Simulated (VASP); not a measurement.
Write the native input for VASP 6.6.1 that does the following.

* Task: single point
* Functional: PBE
* Potentials or basis: VASP PAW PBE potentials, release 64 (Si, N, O)
* Cutoff: 520 eV
* k mesh: 2 × 2 × 2, shifted
* Occupations: gaussian, width 0.1 eV
* Spin: no spin polarisation
* Dipole correction: no
* Further INCAR settings: LREAL = Auto; ALGO = Normal; EDIFF = 1e-06; NBANDS = 54; ISYM = 0

The structure of Si7N8O2 lies in POSCAR:

```
Si7N8O2
1.0
    5.4337642072     -0.3729776457     -0.4812255754
   -0.4118691026      6.9197445307      0.1185715769
   -0.4901575804      0.1337931341      5.5818564007
Si N O
7 8 2
Direct
    0.8230259929      0.4707348098     -0.0374556374
    0.3796131938      0.4223335925      0.5315516675
    0.5675137309      1.0544630489      0.8237872710
    0.4568913918      0.0341480798      0.3407406704
    0.0851521316      0.8506616379      0.0083977844
    0.0619529825      0.6379340913      0.5124346492
    0.9720213494      0.2125618249      0.1934591176
   -0.0293719690      0.6650726176      0.8014758794
    0.4939218984      0.9011194395      0.5983837157
    0.0584171348      0.8110684342      0.2972034034
    0.5780092497      0.3253109137      0.7831325081
    0.2602272642      0.2158967989      0.3626854699
    0.5241831872      0.5381117673      0.2889684901
    0.3878349859      0.9652787102      0.0378103579
    0.7463675700      0.5450170307      0.2649979551
   -0.1042865141      0.0481583860     -0.0484128932
    0.7426084794      0.1611967318      0.3416620327
```

The input as run:

INCAR

```
ALGO = Normal
EDIFF = 1E-6
ENCUT = 520
GGA = PE
ISIF = 2
ISMEAR = 0
ISYM = 0
LASPH = True
LCHARG = False
LREAL = Auto
LWAVE = False
NBANDS = 54
NELM = 60
PREC = Accurate
SIGMA = 0.1
```

KPOINTS

```
Automatic mesh
0
Gamma
  2 2 2
  0.5 0.5 0.5
```

Potentials or basis: VASP PAW PBE potentials, release 64 (Si, N, O).

Run with:

```sh
$ cat potpaw_PBE.64/Si/POTCAR potpaw_PBE.64/N/POTCAR potpaw_PBE.64/O/POTCAR > POTCAR
$ mpirun -np 1 vasp_std > vasp.out
```

Results of the run:

| Property | Result |
| --- | --- |
| Pressure | 0.0 GPa |
| Largest force | 0.231 eV/Å |
| Band gap on the k mesh | 1.72 eV (least direct gap 1.73 eV) |

Caveat: the k points lie up to 0.59 Å⁻¹ apart; the standard files for N, O and F lose accuracy on very short bonds; the atoms stand as in a frame of molecular dynamics.

Run time: 50 s on 1 thread of Intel(R) Xeon(R) 6975P-C (Granite Rapids), with other jobs on the host, peak memory 0.29 GiB.
